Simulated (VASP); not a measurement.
A run of VASP 6.6.1 is set up as follows.

The input POSCAR:

```
BaTiO3
1.0
    2.8590452409      1.6506705395      2.3470111300
   -2.8590452409      1.6506705395      2.3470111300
    0.0000000000     -3.3013410789      2.3470111300
Ba Ti O
1 1 3
Direct
   -0.0044129179     -0.0044129179     -0.0044129179
    0.4809767047      0.4809767047      0.4809767047
    0.5103054389      0.5103054389      0.0220253353
    0.0220253353      0.5103054389      0.5103054389
    0.5103054389      0.0220253353      0.5103054389
```

Contents of INCAR.step1:

```
PREC = Accurate ; ENCUT = 520
ISMEAR = -1 ; SIGMA = 0.02
LREAL = F ; LASPH = T
NELM = 60 ; NBANDS = 28
GGA = PE ; ALGO = Normal
EDIFF = 1E-4 ; LWAVE = T
LCHARG = F
```

The input INCAR.step2:

```
PREC = Accurate ; ENCUT = 520
EDIFF = 1E-7 ; ISMEAR = -1
SIGMA = 0.02 ; LREAL = F
LASPH = T ; NELM = 60
ALGO = Normal ; ISIF = 2
LWAVE = F ; LCHARG = F
METAGGA = R2SCAN ; LMIXTAU = T
NBANDS = 28 ; ISTART = 1
```

The input KPOINTS:

```
Automatic mesh
0
Gamma
  8 8 8
```

Potentials or basis: VASP PAW PBE potentials, release 64 (Ba_sv, Ti_sv, O).

Launch:

```console
$ cat potpaw_PBE.64/Ba_sv/POTCAR potpaw_PBE.64/Ti_sv/POTCAR potpaw_PBE.64/O/POTCAR > POTCAR
$ cp INCAR.step1 INCAR
$ mpirun -np 1 vasp_std > vasp.out
$ cp INCAR.step2 INCAR
$ mpirun -np 1 vasp_std > vasp.out
```

(1) Estimate the band gap on the k mesh.

(2) What does it give for the pressure?

Results:

(1) 2.96 eV (least direct gap 3.47 eV).

(2) -0.4 GPa.

Caveat: the PAW data sets were made with another functional, which shifts forces and pressure a little; spin-orbit coupling is left out, which moves the levels of the heavy elements.
